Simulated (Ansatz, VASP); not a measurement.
# One calculation of Ru, two programs

Contents of POSCAR:

```
Ru
1.0
    2.7059477279      0.0000000000      0.0000000000
   -1.3529738639      2.3434194737      0.0000000000
    0.0000000000      0.0000000000      4.2579056513
Ru
2
Direct
    0.3333333333      0.6666666667      0.2500000000
    0.6666666667      0.3333333333      0.7500000000
```

File INCAR.step1:

```
SYSTEM = Ru
PREC = Accurate
ENCUT = 520
ISMEAR = 1
SIGMA = 0.1
LREAL = .FALSE.
LASPH = .TRUE.
NELM = 80
NBANDS = 21
GGA = PE
ALGO = Normal
EDIFF = 1E-4
LWAVE = .TRUE.
LCHARG = .FALSE.
```

INCAR.step2

```
SYSTEM = Ru
PREC = Accurate
ENCUT = 520
EDIFF = 1E-7
ISMEAR = 1
SIGMA = 0.1
LREAL = .FALSE.
LASPH = .TRUE.
NELM = 80
ALGO = Normal
ISIF = 2
LWAVE = .FALSE.
LCHARG = .TRUE.
METAGGA = R2SCAN
LMIXTAU = .TRUE.
LELF = .TRUE.
LVHAR = .TRUE.
NBANDS = 21
ISTART = 1
```

KPOINTS

```
regular mesh
0
G
  13 13 8
  0 0 0
```

Input for Ansatz:

```yaml
crystal:
  lattice:
    - [2.7059477279, 0.0, 0.0]
    - [-1.3529738639, 2.3434194737, 0.0]
    - [0.0, 0.0, 4.2579056513]
  atoms:
    - { symbol: Ru, position: [0.3333333333, 0.6666666667, 0.25] }
    - { symbol: Ru, position: [0.6666666667, 0.3333333333, 0.75] }
hamiltonian:
  xc: r2scan
  pseudopotentials:
    kind: paw
    azcp:
      Ru: "pseudopotentials/Ru.paw.azcp"
basis:
  ecutwfc: 500
  fft_grid_basis: typed
kpoints:
  mp_grid: { grid: [13, 13, 8], shift: [0, 0, 0] }
magnetization:
  spin_polarized: false
scf:
  occupations: { method: methfessel_paxton, width: 0.1 }
  lower_state_search: "off"
output:
  stress: true
```

Alike in both runs: task single point; functional r2SCAN; k mesh 13 × 13 × 8; occupations methfessel-paxton of order 1, width 0.1 eV; no spin polarisation.

|  | VASP | Ansatz |
| --- | --- | --- |
| version | VASP 6.6.1 | Ansatz 0.2.0 |
| potentials or method | VASP PAW PBE potentials, release 64 (Ru_pv), cutoff 520 eV | plane waves (500 eV) with PAW, scalar-relativistic |
| valence electrons in the cell | 28 | 32 |

|  | VASP | Ansatz | Ansatz less VASP |
| --- | --- | --- | --- |
| pressure (GPa) | 1.3 | -0.2 | -1.53 |
| traceless stress, the component that is largest in VASP (GPa) | -0.22 | -0.33 | -0.109 |

VASP's potentials were made for PBE, not for r2SCAN. VASP's potentials hold 28 valence electrons a cell and Ansatz's 32, so a difference there can come from the potentials and not from the codes.
